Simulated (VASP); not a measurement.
A run of VASP 6.6.1 is set up as follows.

Contents of INCAR:

```
SYSTEM = BAs
ALGO = Normal
EDIFF = 1E-7
EDIFFG = -0.002
ENCUT = 500
GGA = CA
GGA_COMPAT = .False.
IBRION = 2
ISIF = 3
ISMEAR = 0
LASPH = .True.
LCHARG = .False.
LREAL = .False.
LWAVE = .False.
NELM = 120
NELMIN = 4
NSW = 100
PREC = Accurate
SIGMA = 0.02
```

Contents of KPOINTS:

```
k-points
0
Gamma
  10 10 10
  0 0 0
```

File POSCAR:

```
BAs
1.0
    0.0000000000      2.3850000000      2.3850000000
    2.3850000000      0.0000000000      2.3850000000
    2.3850000000      2.3850000000      0.0000000000
B As
1 1
Direct
    0.0000000000      0.0000000000      0.0000000000
    0.2500000000      0.2500000000      0.2500000000
```

Potentials or basis: VASP PAW LDA potentials, release 64 (B, As).

Launch:

```bash
$ cat potpaw_LDA.64/B/POTCAR potpaw_LDA.64/As/POTCAR > POTCAR
$ mpirun -np 1 vasp_std > vasp.out
```

(1) Predict the relaxed volume.

(2) What does it give for the relaxed cell?

(3) Estimate the band gap on the k mesh.

## Answers

(1) 13.33 Å³/atom.

(2) a = 3.353 Å, b = 3.353 Å, c = 3.353 Å, α = 60.00°, β = 60.00°, γ = 60.00°.

(3) 1.10 eV, indirect (least direct gap 3.28 eV).
